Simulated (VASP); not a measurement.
A run of VASP 6.6.1:

INCAR

```
SYSTEM = Bi
PREC = Accurate
ENCUT = 600
EDIFF = 1E-7
ISMEAR = 0
SIGMA = 0.1
LREAL = .FALSE.
LASPH = .TRUE.
NELM = 60
ALGO = Normal
ISIF = 3
LWAVE = .FALSE.
LCHARG = .FALSE.
GGA = PE
IBRION = 2
NSW = 90
EDIFFG = -0.02
```

KPOINTS

```
Automatic mesh
0
G
  12 12 8
  0 0 0
```

File POSCAR:

```
Bi
1.0
    4.3673425917      0.0000000000      0.0000000000
   -2.1836712959      3.7822296315      0.0000000000
    0.0000000000      0.0000000000      4.2539081170
Bi
2
Direct
    0.3333333333      0.6666666667      0.2500000000
    0.6666666667      0.3333333333      0.7500000000
```

Potentials or basis: VASP PAW PBE potentials, release 64 (Bi_d).

Run with:

```sh
$ cat potpaw_PBE.64/Bi_d/POTCAR > POTCAR
$ mpirun -np 1 vasp_std > vasp.out
```

Hardware: 1 thread of Intel(R) Xeon(R) 6975P-C (Granite Rapids), with other jobs on the host.

Task: How long does it take, and how much memory?

Result: Wall time 59 s on 1 thread of Intel(R) Xeon(R) 6975P-C (Granite Rapids), on a shared host, peak memory 0.29 GiB. Counts: scf iterations 19, k points 95, ion steps 2.
